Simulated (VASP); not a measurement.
Input of a VASP 6.6.1 run:

Contents of INCAR:

```
SYSTEM = BaTiO3
PREC = Accurate ; ENCUT = 520
EDIFF = 1E-8 ; ISMEAR = -1
SIGMA = 0.05 ; LREAL = .FALSE.
LASPH = .TRUE. ; NELM = 80
ALGO = Normal ; ISIF = 2
LWAVE = .FALSE. ; LCHARG = .FALSE.
GGA = PE ; LEFG = .TRUE.
NBANDS = 28
```

File KPOINTS:

```
regular mesh
0
G
  8 8 8
  0 0 0
```

The input POSCAR:

```
BaTiO3
1.0
    3.9672270000      0.0000000000      0.0000000000
    0.0000000000      3.9672270000      0.0000000000
    0.0000000000      0.0000000000      4.0073000000
Ba Ti O
1 1 3
Direct
    0.5000000000      0.5000000000      0.5000000000
    0.0000000000      0.0000000000      0.0000000000
    0.5000000000      0.0000000000      0.0000000000
    0.0000000000      0.5000000000      0.0000000000
    0.0000000000      0.0000000000      0.5000000000
```

Potentials or basis: VASP PAW PBE potentials, release 64 (Ba_sv, Ti_sv, O).

Run with:

```console
$ cat potpaw_PBE.64/Ba_sv/POTCAR potpaw_PBE.64/Ti_sv/POTCAR potpaw_PBE.64/O/POTCAR > POTCAR
$ mpirun -np 1 vasp_std > vasp.out
```

**Question.** What does it give for the band gap on the k mesh?

**Answer.** 1.76 eV (least direct gap 1.90 eV).

**Question.** Estimate the pressure.

**Answer.** 7.0 GPa.

Electric field gradients, principal values (V/Å²):
```
atom    least   middle  greatest (by size)
1 Ba   -0.936   -0.936               1.871
2 Ti   -4.470   -4.470               8.940
 3 O   -9.213  -12.592              21.805
 4 O   -9.213  -12.592              21.805
 5 O  -13.281  -13.281              26.562
```

Caveat: the cell differs from its parent crystal (equal xx and yy strain of -1 %); the cell stands under pressure; without QUAD_EFG the Cq values of the log hold for a quadrupole moment of 1 mb, not for the nuclei; spin-orbit coupling is left out, which moves the levels of the heavy elements. A k mesh can miss the band edges.
